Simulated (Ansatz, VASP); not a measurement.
# Ni3Pt in VASP and in Ansatz

The input INCAR:

```
PREC = Accurate
ENCUT = 520
EDIFF = 1E-7
ISMEAR = 0
SIGMA = 0.05
LREAL = False
LASPH = True
NELM = 150
ALGO = Fast
ISIF = 2
LWAVE = False
LCHARG = True
ISPIN = 2
MAGMOM = 0.6 0.6 0.6 0
LORBIT = 11
LMAXMIX = 4
LELF = True
LVHAR = True
NBANDS = 32
```

File KPOINTS:

```
regular mesh
0
Gamma
  12 12 12
```

The input POSCAR:

```
Ni3Pt
1.0
    3.5137362763      0.0000000000      0.0000000000
    0.0000000000      3.5137362763      0.0000000000
    0.0000000000      0.0000000000      3.5137362763
Ni Pt
3 1
Direct
    0.5000000000      0.0000000000      0.5000000000
    0.0000000000      0.5000000000      0.5000000000
    0.5000000000      0.5000000000      0.0000000000
    0.0000000000      0.0000000000      0.0000000000
```

Input for Ansatz:

```yaml
crystal:
  lattice:
    - [3.5137362763, 0.0, 0.0]
    - [0.0, 3.5137362763, 0.0]
    - [0.0, 0.0, 3.5137362763]
  atoms:
    - { symbol: Ni, position: [0.5, 0.0, 0.5], spin: 0.6 }
    - { symbol: Ni, position: [0.0, 0.5, 0.5], spin: 0.6 }
    - { symbol: Ni, position: [0.5, 0.5, 0.0], spin: 0.6 }
    - { symbol: Pt, position: [0.0, 0.0, 0.0] }
basis:
  ecutwfc: 420
  ecutrho_ratio: 4
kpoints:
  mp_grid: { grid: [12, 12, 12] }
hamiltonian:
  xc: lda
scf:
  occupations: { method: gaussian, width: 0.05 }
output:
  forces: true
  stress: true
  eigenvalues: true
  populations: true
magnetization:
  spin_polarized: true
```

Alike in both runs: task single point; functional LDA; k mesh 12 × 12 × 12; occupations gaussian, width 0.05 eV; collinear spin.

|  | VASP | Ansatz |
| --- | --- | --- |
| version | VASP 6.6.1 | Ansatz 0.2.0 |
| potentials or method | VASP PAW LDA potentials, release 64 (Ni, Pt), cutoff 520 eV | scalar-relativistic, plane waves, PAW |
| valence electrons in the cell | 40 | 72 |

Ansatz gave:

| Property | Result |
| --- | --- |
| gap on the k mesh at the Fermi level (eV) | none |
| pressure (GPa) | 11.9 |
| net moment per atom (μB) | 0.45 |
| size of the moment on the site where the two differ most (μB) | 0.53 |

Q: What did VASP give for the same quantities?

A: gap on the k mesh at the Fermi level (eV): none; pressure (GPa): 12.1; net moment per atom (μB): 0.44; size of the moment on the site where the two differ most (μB): 0.50.

LDA's correlation is that of Perdew and Zunger in VASP and of Perdew and Wang (1992) in Ansatz. Site moments also hang on the region over which each program counts them. A gap of «none» marks a metal or a gap that the smearing closes. VASP's potentials hold 40 valence electrons a cell and Ansatz's 72, so a difference there can come from the potentials and not from the codes.

Neither program's run includes spin-orbit coupling.
